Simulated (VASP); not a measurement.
Input of a VASP 6.6.1 run:

The input INCAR:

```
SYSTEM = BaS
PREC = Accurate
ENCUT = 520
EDIFF = 1E-8
ISMEAR = -1
SIGMA = 0.01
LREAL = .False.
LASPH = .True.
NELM = 80
ALGO = Normal
ISIF = 2
LWAVE = .False.
LCHARG = .False.
LEFG = .True.
NBANDS = 15
```

Contents of KPOINTS:

```
Automatic mesh
0
Gamma
  7 7 7
  0 0 0
```

POSCAR

```
BaS
1.0
    0.0000000000      3.1505859250      3.1505859250
    3.1505859250      0.0000000000      3.1505859250
    3.1505859250      3.1505859250      0.0000000000
Ba S
1 1
Direct
    0.0000000000      0.0000000000      0.0000000000
    0.5000000000      0.5000000000      0.5000000000
```

Potentials or basis: VASP PAW LDA potentials, release 64 (Ba_sv, S).

Run with:

```bash
$ cat potpaw_LDA.64/Ba_sv/POTCAR potpaw_LDA.64/S/POTCAR > POTCAR
$ mpirun -np 1 vasp_std > vasp.out
```

Q: Predict the band gap on the k mesh.

A: 1.89 eV (least direct gap 2.02 eV).

Q: What does it give for the pressure?

A: 0.0 GPa.

Caveat: spin-orbit coupling is left out, which moves the levels of the heavy elements; an odd mesh through Γ misses points on the zone boundary, where band edges can lie.
